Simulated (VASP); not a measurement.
Runs of VASP 6.6.1 on MgI2. The structure is cubic, space group Fm-3m (No. 225). Conventional cell: a = 7.511 Å, b = 7.511 Å, c = 7.511 Å, α = 90.00°, β = 90.00°, γ = 90.00°. Within 4.3 Å of Mg (site symmetry m-3m) lie 8 I at 3.25 Å. I (site symmetry -43m) has 4 Mg at 3.25 Å and 6 I at 3.76 Å within 4.3 Å. 

```tsv
level	grid for exact exchange (PRECFOCK)	share of exact exchange	screening parameter	gap on the mesh (eV)	pressure (GPa)
PBE-based screened hybrid with 35 % exact exchange	Normal	0.35	0.2078 1/Å	(b)	-0.8
PBE-based global hybrid with 100 % exact exchange	Normal	1	-	7.10	(a)
PBE-based global hybrid with 15 % exact exchange	Normal	0.15	-	1.44	-0.3
PBE	-	-	-	0.58	0.2
```

Alike in all rows: task single point; potentials or basis VASP PAW PBE potentials, release 64 (Mg, I); no spin polarisation; cell as given; k mesh 4 × 4 × 4; cutoff (eV) 520; smearing gaussian 0.01 eV.

**Question.** Fill in the values left out.

**Answer.** (a) -2.5; (b) 1.71.

Caveats: the structure was generated, so it needn't be the stable form of MgI2; spin-orbit coupling is left out, which moves the levels of the heavy elements; the PAW data sets were made with another functional, which shifts forces and pressure a little (at least some runs); semilocal functionals underestimate gaps, and a narrow one can read as zero (at least some runs).

A k mesh can miss the band edges, and the runs leave out spin-orbit coupling on I.
